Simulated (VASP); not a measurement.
PrMgH, 3 atoms in the cell. The structure is hexagonal, space group P-6m2 (No. 187). The conventional cell has a = 3.631 Å, b = 3.631 Å, c = 5.438 Å, α = 90.00°, β = 90.00°, γ = 120.00°. Within 4.5 Å of Pr (site symmetry -6m2) lie 6 Mg at 3.43 Å and 6 H at 3.43 Å and 6 Pr at 3.63 Å. Within 2.8 Å of Mg (site symmetry -6m2) lie 3 H at 2.10 Å. H (site symmetry -6m2) has 3 Mg at 2.10 Å within 2.8 Å. 

- Program: VASP 6.6.1
- Task: single point
- Functional: PBE
- Potentials or basis: VASP PAW PBE potentials, release 64 (Pr, Mg, H)
- Cutoff: 520 eV
- k mesh: 12 × 12 × 12
- Occupations: gaussian, width 0.1 eV
- Spin: no spin polarisation
- Dipole correction: no
- Further INCAR settings: ALGO = Normal; EDIFF = 1e-06; NBANDS = 15

Potentials or basis: VASP PAW PBE potentials, release 64 (Pr, Mg, H).

Run with:

```bash
$ cat potpaw_PBE.64/Pr/POTCAR potpaw_PBE.64/Mg/POTCAR potpaw_PBE.64/H/POTCAR > POTCAR
$ mpirun -np 1 vasp_std > vasp.out
```

Hardware: 1 thread of Intel(R) Xeon(R) 6975P-C (Granite Rapids) (shared host).

How long does it take, and how much memory?

Wall time 2.3 min on 1 thread of Intel(R) Xeon(R) 6975P-C (Granite Rapids) (shared host), peak memory 0.34 GiB. Counts: scf iterations 39, k points 133.
